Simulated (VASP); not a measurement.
Sn: single point with PBE

The system is Sn.

```
CELL_PARAMETERS angstrom
0.00000 2.39201 2.39201
2.39201 0.00000 2.39201
2.39201 2.39201 0.00000
ATOMIC_POSITIONS crystal
Sn 0.00000 0.00000 0.00000
```

```yaml
Program: VASP 6.6.1
Task: single point
Functional: PBE
Potentials_or_basis: VASP PAW PBE potentials, release 64 (Sn_d)
Cutoff: 500 eV
k_mesh: 16 × 16 × 16
Occupations: gaussian, width 0.05 eV
Spin: no spin polarisation
```

```json
{
 "Pressure": "1.1 GPa",
 "Band gap on the k mesh": "zero (band 7 reaches 15.70 eV, above the bottom of band 8 at 6.11 eV)"
}
```

Levels at points of the mesh, in eV from the Fermi level:
```tsv
k point	band 4	band 5	band 6	band 7	band 8	band 9	band 10	band 11
(0.00, 0.00, 0.00)	-21.53	-21.53	-11.13	7.60	7.60	7.60	10.55	11.74
(0.50, 0.00, 0.00)	-21.46	-21.46	-6.83	-4.65	5.70	5.70	9.93	10.12
(0.50, 0.50, 0.00)	-21.44	-21.44	-4.94	-3.65	2.00	2.00	5.33	5.71
```

Wall time 25 s on 1 thread of AMD EPYC 9R45 96-Core Processor (Zen 5), on a shared host, peak memory 0.15 GiB.

Caveat: spin-orbit coupling is left out, which moves the levels of the heavy elements.
